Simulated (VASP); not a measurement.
Write the native input for VASP 6.6.1 that does the following.

```
Task                      : relaxation of the atoms
Functional                : PBE
Potentials or basis       : VASP PAW PBE potentials, release 64 (Al, H)
Cutoff                    : 520 eV
k mesh                    : 9 × 9 × 1
Occupations               : gaussian, width 0.1 eV
Spin                      : no spin polarisation
Dipole correction         : yes
Atoms held fixed (from 0) : [0, 1, 2, 3]
Further INCAR settings    : ALGO = Normal; EDIFF = 1e-07; IBRION = 2; EDIFFG = -0.025; NSW = 36
```

The structure of Al3H lies in POSCAR:

```
Al3H
1.0
    2.8567582918      0.0000000000      0.0000000000
   -1.4283791459      2.4740252532      0.0000000000
    0.0000000000      0.0000000000     20.1013782055
Al H
3 1
Selective dynamics
Direct
    0.6666666667      0.3333333333      0.1989913308  F F F
    0.3333333333      0.6666666667      0.3134471548  F F F
    0.0000000000      0.0000000000      0.4278999240  F F F
    0.3333333333      0.1666666667      0.4986710709  F F T
```

These files were run (other wordings do the same):

INCAR

```
PREC = Accurate
ENCUT = 520
EDIFF = 1E-7
ISMEAR = 0
SIGMA = 0.1
LREAL = F
LASPH = T
NELM = 100
ALGO = Normal
ISIF = 2
LWAVE = F
LCHARG = F
LDIPOL = T
IDIPOL = 3
DIPOL = 0.5 0.5 0.360
GGA = PE
IBRION = 2
NSW = 36
EDIFFG = -0.025
```

KPOINTS

```
Automatic mesh
0
Gamma
  9 9 1
```

Potentials or basis: VASP PAW PBE potentials, release 64 (Al, H).

The run is started by

```console
$ cat potpaw_PBE.64/Al/POTCAR potpaw_PBE.64/H/POTCAR > POTCAR
$ mpirun -np 1 vasp_std > vasp.out
```

Results of the run:

```yaml
Energy_gained_by_relaxing: 0.2 meV/atom
Ionic_steps: 3
Band_gap_on_the_k_mesh: zero (band 5 reaches 0.84 eV, above the bottom of band 6 at -0.98 eV)
```

It took 2.7 min on 1 thread of Oxide Virtual Turin-like Processor, with other jobs on the host, peak memory 0.25 GiB.
